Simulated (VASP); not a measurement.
Wanted: the native input for a VASP 6.6.1 run.

```yaml
Task: single point
Functional: r2SCAN
Potentials_or_basis: VASP PAW PBE potentials, release 64 (H, Cl)
Cutoff: 520 eV
k_mesh: 9 × 9 × 9
Occupations: fermi-dirac, width 0.0148 eV
Spin: no spin polarisation
Dipole_correction: no
Further_INCAR_settings: ALGO = Normal; EDIFF = 1e-06; NBANDS = 11
```

HCl:

```xyz
2
Lattice="-2.6399 2.6803 0.0000 2.6399 0.0000 2.8814 2.6399 2.6803 0.0000" Properties=species:S:1:pos:R:3 pbc="T T T"
H     0.0000    0.0000    0.0000
Cl    0.0000    2.6803    0.0000
```

The input as run:

POSCAR

```
HCl
1.0
   -2.6399350000      2.6803300000      0.0000000000
    2.6399350000      0.0000000000      2.8813550000
    2.6399350000      2.6803300000      0.0000000000
H Cl
1 1
Direct
    0.0000000000      0.0000000000      0.0000000000
    0.5000000000      0.0000000000      0.5000000000
```

INCAR.step1

```
SYSTEM = HCl
PREC = Accurate
ENCUT = 520
ISMEAR = -1
SIGMA = 0.0148
LREAL = .FALSE.
LASPH = .TRUE.
NELM = 60
NBANDS = 11
GGA = PE
ALGO = Normal
EDIFF = 1E-4
LWAVE = .TRUE.
LCHARG = .FALSE.
```

INCAR.step2

```
SYSTEM = HCl
PREC = Accurate
ENCUT = 520
EDIFF = 1E-6
ISMEAR = -1
SIGMA = 0.0148
LREAL = .FALSE.
LASPH = .TRUE.
NELM = 60
ALGO = Normal
ISIF = 2
LWAVE = .FALSE.
LCHARG = .TRUE.
METAGGA = R2SCAN
LMIXTAU = .TRUE.
LELF = .TRUE.
LVHAR = .TRUE.
NBANDS = 11
ISTART = 1
```

KPOINTS

```
regular mesh
0
G
  9 9 9
  0 0 0
```

Potentials or basis: VASP PAW PBE potentials, release 64 (H, Cl).

The run is started by

```sh
$ cat potpaw_PBE.64/H/POTCAR potpaw_PBE.64/Cl/POTCAR > POTCAR
$ cp INCAR.step1 INCAR
$ mpirun -np 1 vasp_std > vasp.out
$ cp INCAR.step2 INCAR
$ mpirun -np 1 vasp_std > vasp.out
```

Results of the run:

- Pressure: -10.2 GPa
- Band gap on the k mesh: 0.03 eV, direct

Caveat: the PAW data sets were made with another functional, which shifts forces and pressure a little.

It took 2.8 min on 1 thread of Intel(R) Xeon(R) Platinum 8259CL CPU @ 2.50GHz (Skylake/Cascade Lake), with other jobs on the host, peak memory 0.19 GiB.
